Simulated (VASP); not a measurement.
Input of a VASP 6.6.1 run:

The input INCAR:

```
ALGO = Fast
EDIFF = 1E-6
ENCUT = 520
ISIF = 2
ISMEAR = 0
LASPH = True
LCHARG = True
LELF = True
LREAL = False
LVHAR = True
LWAVE = False
NBANDS = 14
NELM = 60
PREC = Accurate
SIGMA = 0.15
```

KPOINTS

```
k-points
0
Gamma
  22 22 22
```

The input POSCAR:

```
Rh
1.0
    0.0000000000      2.0428908530      1.5000947534
    2.0428908530      0.0000000000      1.5000947534
    2.0428908530      2.0428908530      0.0000000000
Rh
1
Direct
    0.0000000000      0.0000000000      0.0000000000
```

Potentials or basis: VASP PAW LDA potentials, release 64 (Rh_pv).

Run with:

```bash
$ cat potpaw_LDA.64/Rh_pv/POTCAR > POTCAR
$ mpirun -np 1 vasp_std > vasp.out
```

Q: Predict the band gap on the k mesh.

A: Zero (an odd number of electrons rules out a gap without spin polarisation).

Q: What does it give for the pressure?

A: 29.8 GPa.

Stress tensor (GPa, compression positive):
```
24.40  0.00  0.00
 0.00 24.40  0.00
 0.00  0.00 40.63
```

Caveat: the stress differs along the axes, from 24 to 41 GPa.
